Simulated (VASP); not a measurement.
# GaN (I4mm) in VASP: a series of runs

Runs on GaN. Level: PBEsol. Tasks: single point.

Everything below comes from runs of VASP 6.6.1. Logs are shortened: lines on timing, memory, paths and dates and some standing lists are left out, and cuts for length are marked.

## (1) The cell of the first run

It takes space group I4mm (No. 107, tetragonal). The conventional cell has a = 2.963 Å, b = 2.963 Å, c = 4.446 Å, α = 90.00°, β = 90.00°, γ = 90.00°. Within 2.5 Å of Ga (site symmetry 4mm) lie 5 N at 1.91 to 2.12 Å. N (site symmetry 4mm) has 5 Ga at 1.91 to 2.12 Å within 2.5 Å.

## (2) Single point, PBEsol (strained and its atoms moved)

INCAR

```
SYSTEM = GaN
ALGO = Normal
EDIFF = 1E-6
ENCUT = 520
GGA = PS
ISIF = 2
ISMEAR = 0
LASPH = .TRUE.
LCHARG = .FALSE.
LREAL = .FALSE.
LWAVE = .FALSE.
NBANDS = 16
NELM = 80
PREC = Accurate
SIGMA = 0.05
```

KPOINTS

```
k-points
0
G
  14 14 14
  0 0 0
```

POSCAR

```
GaN
1.0
    0.0000000000      2.2231853296      2.0950712297
    2.0950712297      0.0000000000      2.0950712297
    2.0950712297      2.2231853296      0.0000000000
Ga N
1 1
Direct
   -0.0351249394      0.0351249394     -0.0351249394
    0.5351249394      0.4648750606      0.5351249394
```

Potentials or basis: VASP PAW PBE potentials, release 64 (Ga_d, N).

Launch:

```bash
cat potpaw_PBE.64/Ga_d/POTCAR potpaw_PBE.64/N/POTCAR > POTCAR
mpirun -np 1 vasp_std > vasp.out
```

OUTCAR:

```text
SYSTEM = GaN
   EDIFF = 1E-6
   ENCUT = 520
   GGA = PS
   ISIF = 2
   ISMEAR = 0
   LASPH = .TRUE.
   LREAL = .FALSE.
   NELM = 80
   PREC = Accurate

 ion  position               nearest neighbor table
   1  0.965  0.035  0.965-   2 1.91   2 2.12   2 2.12   2 2.12   2 2.12
   2  0.535  0.465  0.535-   1 1.91   1 2.12   1 2.12   1 2.12   1 2.12

  LATTYP: Found a body centered tetragonal cell.
 ALAT       =     2.9628781472
 C/A-ratio  =     1.5006930553

  Lattice vectors:

 A1 = (   0.0000000000,  -2.2231853296,   2.0950712297)
 A2 = (   0.0000000000,  -2.2231853296,  -2.0950712297)
 A3 = (   2.0950712297,   2.2231853296,   0.0000000000)

Analysis of symmetry for initial positions (statically):
=====================================================================
 Subroutine PRICEL returns:
 Original cell was already a primitive cell.

 Routine SETGRP: Setting up the symmetry group for a
 body centered tetragonal supercell.

 Subroutine GETGRP returns: Found  8 space group operations
 (whereof  8 operations were pure point group operations)
 out of a pool of 16 trial point group operations.

The static configuration has the point symmetry C_4v.

Analysis of symmetry for dynamics (positions and initial velocities):
=====================================================================
 Subroutine PRICEL returns:
 Original cell was already a primitive cell.

 Routine SETGRP: Setting up the symmetry group for a
 body centered tetragonal supercell.

 Subroutine GETGRP returns: Found  8 space group operations
 (whereof  8 operations were pure point group operations)
 out of a pool of 16 trial point group operations.

The dynamic configuration has the point symmetry C_4v.

 Subroutine INISYM returns: Found  8 space group operations
 (whereof  8 operations are pure point group operations),
 and found     1 'primitive' translations

----------------------------------------------------------------------------------------

                                     Primitive cell

  volume of cell :      19.5166

  direct lattice vectors                    reciprocal lattice vectors
     0.000000000  2.223185330  2.095071230    -0.238655370  0.224902528  0.238655370
     2.095071230  0.000000000  2.095071230     0.238655370 -0.224902528  0.238655370
     2.095071230  2.223185330  0.000000000     0.238655370  0.224902528 -0.238655370

  length of vectors
     3.054812018  2.962878147  3.054812018     0.405578498  0.405578498  0.405578498

  position of ions in fractional coordinates (direct lattice)
     0.964875061  0.035124939  0.964875061
     0.535124939  0.464875061  0.535124939

  ion indices of the primitive-cell ions
   primitive index   ion index
                 1           1
                 2           2

----------------------------------------------------------------------------------------

 KPOINTS: k-points

Automatic generation of k-mesh.
 Grid dimensions read from file:
 generate k-points for:   14   14   14

 Generating k-lattice:

  Cartesian coordinates                     Fractional coordinates (reciprocal lattice)
    -0.017046812  0.016064466  0.017046812     0.071428571  0.000000000  0.000000000
     0.017046812 -0.016064466  0.017046812     0.000000000  0.071428571  0.000000000
     0.017046812  0.016064466 -0.017046812     0.000000000  0.000000000  0.071428571

  Length of vectors
     0.028969893  0.028969893  0.028969893

  Shift w.r.t. Gamma in fractional coordinates (k-lattice)
     0.000000000  0.000000000  0.000000000

 Subroutine IBZKPT returns following result:
 ===========================================

 Found    244 irreducible k-points:

 Following reciprocal coordinates:
            Coordinates               Weight
  0.000000  0.000000  0.000000      1.000000
  0.071429  0.000000  0.000000      8.000000
  0.142857  0.000000  0.000000      8.000000
  0.214286  0.000000  0.000000      8.000000
  0.285714  0.000000  0.000000      8.000000
  0.357143  0.000000  0.000000      8.000000
[... 16 lines left out ...]
  0.214286  0.142857 -0.000000     16.000000
  0.285714  0.142857  0.000000     16.000000
 [... further k-points ...]
   k-points           NKPTS =    244   k-points in BZ     NKDIM =    244   number of bands    NBANDS=     16
   number of dos      NEDOS =    301   number of ions     NIONS =      2
   total plane-waves  NPLWV =  13824
   dimension x,y,z NGX =    24 NGY =   24 NGZ =   24
   dimension x,y,z NGXF=    48 NGYF=   48 NGZF=   48
   ions per type =               1   1
   NGX,Y,Z   is equivalent  to a cutoff of  13.06, 13.47, 13.06 a.u.
   NGXF,Y,Z  is equivalent  to a cutoff of  26.12, 26.93, 26.12 a.u.
 SYSTEM =  GaN
   PREC   = accura    normal or accurate (medium, high low for compatibility)
   ISTART =      0    job   : 0-new  1-cont  2-samecut
   ICHARG =      2    charge: 1-file 2-atom 10-const
   ISPIN  =      1    spin polarized calculation?
   LNONCOLLINEAR =      F non collinear calculations
   LSORBIT =      F    spin-orbit coupling
   LASPH  =      T    aspherical Exc in radial PAW
   ENCUT  =  520.0 eV  38.22 Ry    6.18 a.u.   5.68  5.51  5.68*2*pi/ulx,y,z
   NELM   =     80;   NELMIN=  2; NELMDL= -5     # of ELM steps
   EDIFF  = 0.1E-05   stopping-criterion for ELM
   LREAL  =      F    real-space projection
   EDIFFG = 0.1E-04   stopping-criterion for IOM
   NSW    =      0    number of steps for IOM
   IBRION =     -1    ionic relax: 0-MD 1-quasi-New 2-CG
   NFREE  =      0    steps in history (QN), initial steepest desc. (CG)
   ISIF   =      2    stress and relaxation
   ISYM   =      2    0-nonsym 1-usesym 2-fastsym
   POTIM  = 0.5000    time-step for ionic-motion
   TEBEG  =    0.0;   TEEND  =   0.0 temperature during run
   PSTRESS=    0.0 pullay stress
   NELECT =      18.0000    total number of electrons
   NUPDOWN=      -1.0000    fix difference up-down
   EMIN   =  10.00;   EMAX   =-10.00  energy-range for DOS
   EFERMI =   0.00;   METHOD = LEGACY
   ISMEAR =     0;   SIGMA  =   0.05  broadening in eV -4-tet -1-fermi 0-gaus
   EFERMI_NEDOS =   21; number of points for ismear=-14 and -15
   IALGO  =     38    algorithm
   IMIX   =      4    mixing-type and parameters
     AMIX     =   0.40;   BMIX     =  1.00
     AMIX_MAG =   1.60;   BMIX_MAG =  1.00
  volume/ion in A,a.u.               =       9.76        65.85
  Fermi-wavevector in a.u.,A,eV,Ry     =   1.593546  3.011365 34.550479  2.539389
  Thomas-Fermi vector in A             =   2.691759
   LORBIT       =      0    0 simple, 1 ext, 2 COOP (PROOUT), +10 PAW based schemes
   GGA     = PS    functional components
   LHFCALC =     F    Hartree Fock is set to
   AEXX    =    0.0000 exact exchange contribution
   IVDW    =     0    specifies the selected vdW correction
   LEPSILON=     F    determine dielectric tensor
   LRPA    =     F    only Hartree local field effects (RPA)
 non-spin polarized calculation
 Gauss-broadening in eV      SIGMA  =   0.05
  energy-cutoff  :      520.00
  volume of cell :       19.52
 maximum number of plane-waves:       548
   NGX = 11   NGY = 11   NGZ = 11

 number of electron      17.9999997 magnetization

 Free energy of the ion-electron system (eV)
  ---------------------------------------------------
  ext. energy  EPLUGINS =         0.00000000
  ---------------------------------------------------
  free energy    TOTEN  =       -12.21902637 eV

  energy without entropy =      -12.21902479  energy(sigma->0) =      -12.21902558

 E-fermi :   7.5172     XC(G=0): -13.0524

 val. band max:        7.4101340461   @ k =  -0.2143   0.0000   0.1429
 cond. band min:       7.6083674977   @ k =   0.5000   0.5000   0.0000
 fundamental gap:      0.1982334516
 Fermi energy:         7.5171603624

 k-point     1 :       0.0000    0.0000    0.0000
  band No.  band energies     occupation
      1      -9.7321      2.00000
      2      -6.5978      2.00000
      3      -6.5783      2.00000
      4      -6.5620      2.00000
      5      -6.5620      2.00000
      6      -6.4244      2.00000
[... 8 lines left out ...]
     15      23.1730      0.00000
     16      24.6627      0.00000

 k-point     2 :       0.0714    0.0000    0.0000
  band No.  band energies     occupation
      1      -9.6390      2.00000
      2      -6.6067      2.00000
      3      -6.5736      2.00000
      4      -6.5567      2.00000
      5      -6.5549      2.00000
      6      -6.4316      2.00000
[... 8 lines left out ...]
     15      23.7397      0.00000
     16      24.3140      0.00000

 k-point     3 :       0.1429    0.0000    0.0000
  band No.  band energies     occupation
      1      -9.3663      2.00000
      2      -6.6324      2.00000
      3      -6.5623      2.00000
      4      -6.5480      2.00000
      5      -6.5287      2.00000
      6      -6.4453      2.00000
[... 8 lines left out ...]
     15      23.9225      0.00000
     16      24.0356      0.00000

 k-point     4 :       0.2143    0.0000    0.0000
  band No.  band energies     occupation
      1      -8.9382      2.00000
      2      -6.6653      2.00000
      3      -6.5596      2.00000
      4      -6.5455      2.00000
      5      -6.4821      2.00000
      6      -6.4407      2.00000
[... 8 lines left out ...]
     15      24.4725      0.00000
     16      24.5219      0.00000
[... 324 lines left out ...]
 k-point    22 :       0.1429    0.1429    0.0000
  band No.  band energies     occupation
      1      -9.2376      2.00000
      2      -6.6029      2.00000
      3      -6.5910      2.00000
      4      -6.5246      2.00000
      5      -6.5072      2.00000
      6      -6.4692      2.00000
[... 8 lines left out ...]
     15      25.1615      0.00000
     16      26.5839      0.00000

 k-point    23 :       0.2143    0.1429   -0.0000
  band No.  band energies     occupation
      1      -8.9396      2.00000
      2      -6.6241      2.00000
      3      -6.5751      2.00000
      4      -6.5114      2.00000
      5      -6.4828      2.00000
      6      -6.4473      2.00000
[... 8 lines left out ...]
     15      25.7683      0.00000
     16      27.2745      0.00000

 k-point    24 :       0.2857    0.1429    0.0000
  band No.  band energies     occupation
      1      -8.5398      2.00000
      2      -6.6449      2.00000
      3      -6.5765      2.00000
      4      -6.5267      2.00000
      5      -6.4230      2.00000
      6      -6.3536      2.00000
[... 8 lines left out ...]
     15      26.2164      0.00000
     16      27.7693      0.00000

 [... further k-points ...]
[... 5 lines left out ...]
  --------------------------------------------------------------------------------------
  -------------------------------------------------------------------------------------
  Total       -0.8293255      1.7906804     -0.8293255      0.0000000      0.0000000      0.0000000
  in kB      -68.0820081    147.0027323    -68.0820081      0.0000000      0.0000000      0.0000000
  external PRESSURE =       3.6129054 kB  Pullay stress =       0.0000000 kB

 VOLUME and BASIS-vectors are now :
 -----------------------------------------------------------------------------
  energy-cutoff  :      520.00
  volume of cell :       19.52
      direct lattice vectors                 reciprocal lattice vectors
     0.000000000  2.223185330  2.095071230    -0.238655370  0.224902528  0.238655370
     2.095071230  0.000000000  2.095071230     0.238655370 -0.224902528  0.238655370
     2.095071230  2.223185330  0.000000000     0.238655370  0.224902528 -0.238655370

 POSITION                                       TOTAL-FORCE (eV/Angst)
 -----------------------------------------------------------------------------------
      2.09507      4.29019      2.09507         0.000000      0.626455      0.000000
      2.09507      2.37936      2.09507         0.000000     -0.626455      0.000000
 -----------------------------------------------------------------------------------
    total drift:                               -0.000001      0.000146     -0.000001

  FREE ENERGIE OF THE ION-ELECTRON SYSTEM (eV)
  ---------------------------------------------------
  free  energy   TOTEN  =       -12.2190263689 eV

  energy  without entropy=      -12.2190247875  energy(sigma->0) =      -12.21902558
```

It took 28 s on 1 thread of Intel Xeon Platinum 8488C (Sapphire Rapids), shared host; peak memory 0.2 GiB.

What came out:

| Quantity | Value |
| --- | --- |
| Free energy | -12.2190 eV |
| Pressure | 0.4 GPa |
| Largest force | 0.626 eV/Å |
| Band gap on the k mesh | 0.20 eV, indirect (least direct gap 2.19 eV) |

Forces on the atoms (eV/Å):
```
Ga   0.000  0.626  0.000
N    0.000 -0.626  0.000
```

Stress tensor (GPa, compression positive):
```
-6.81  0.00  0.00
 0.00 14.70  0.00
 0.00  0.00 -6.81
```

Levels at points of the mesh, in eV from the valence-band top:
| k point | band 5 | band 6 | band 7 | band 8 | band 9 | band 10 | band 11 | band 12 | band 13 | band 14 |
| --- | --- | --- | --- | --- | --- | --- | --- | --- | --- | --- |
| (0.00, 0.00, 0.00) | -13.97 | -13.83 | -0.54 | -0.54 | -0.40 | 1.79 | 13.26 | 13.26 | 14.07 | 14.29 |
| (0.50, 0.00, 0.00) | -13.76 | -13.36 | -8.20 | -0.82 | -0.18 | 4.55 | 8.19 | 9.48 | 9.68 | 15.47 |
| (0.50, 0.50, 0.00) | -13.66 | -11.00 | -6.94 | -3.22 | -2.81 | 0.20 | 6.68 | 11.69 | 13.95 | 15.17 |
| (0.50, 0.00, 0.50) | -13.71 | -11.44 | -7.35 | -2.79 | -2.79 | 0.91 | 8.07 | 11.28 | 14.47 | 14.47 |

Caveat: the cell differs from its parent crystal (strained and its atoms moved); the PAW data sets were made with another functional, which shifts forces and pressure a little. A k mesh can miss the band edges.

[end of part 1 of 2]
